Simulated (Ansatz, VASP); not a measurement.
CdS: VASP beside Ansatz

INCAR

```
SYSTEM = CdS
PREC     = Accurate       ! precision mode
ENCUT    = 520            ! plane-wave cutoff, eV
EDIFF    = 1E-6           ! SCF threshold, eV
ISMEAR   = 0              ! smearing method
SIGMA    = 0.02           ! smearing width, eV
LREAL    = .False.        ! projectors in reciprocal space
LASPH    = .True.         ! aspherical terms in the spheres
NELM     = 100            ! most SCF steps
ALGO     = Normal         ! electronic algorithm
ISIF     = 2              ! what is computed and relaxed
LWAVE    = .False.        ! write WAVECAR
LCHARG   = .False.        ! write CHGCAR
GGA      = PE             ! functional
NBANDS   = 16             ! bands
```

KPOINTS

```
regular mesh
0
Gamma
  8 8 8
  0 0 0
```

Contents of POSCAR:

```
CdS
1.0
    0.0000000000      2.9332775957      2.9332775957
    2.9332775957      0.0000000000      2.9332775957
    2.9332775957      2.9332775957      0.0000000000
Cd S
1 1
Direct
    0.0000000000      0.0000000000      0.0000000000
    0.2500000000      0.2500000000      0.2500000000
```

Input for Ansatz:

```yaml
crystal:
  lattice:
    - [0.0, 2.9332775957, 2.9332775957]
    - [2.9332775957, 0.0, 2.9332775957]
    - [2.9332775957, 2.9332775957, 0.0]
  atoms:
    - { symbol: Cd, position: [0.0, 0.0, 0.0] }
    - { symbol: S, position: [0.25, 0.25, 0.25] }
basis:
  ecutwfc: 420
kpoints:
  mp_grid: { grid: [8, 8, 8] }
hamiltonian:
  xc: pbe
scf:
  occupations: { method: gaussian, width: 0.02 }
output:
  forces: true
  stress: true
  eigenvalues: true
```

Alike in both runs: task single point; functional PBE; k mesh 8 × 8 × 8; occupations gaussian, width 0.02 eV; no spin polarisation.

```csv
,VASP,Ansatz
version,VASP 6.6.1,Ansatz 0.2.0
potentials or method,"VASP PAW PBE potentials, release 64 (Cd, S), cutoff 520 eV","scalar-relativistic, plane waves, PAW"
valence electrons in the cell,18,26
```

|  | VASP | Ansatz | Ansatz less VASP |
| --- | --- | --- | --- |
| gap on the k mesh at the Fermi level (eV) | 1.11 | 1.11 | -0.003 |
| least direct gap on the mesh (eV) | 1.11 | 1.11 | -0.003 |
| pressure (GPa) | 2.1 | 1.8 | -0.33 |

VASP's potentials hold 18 valence electrons a cell and Ansatz's 26, so a difference there can come from the potentials and not from the codes.
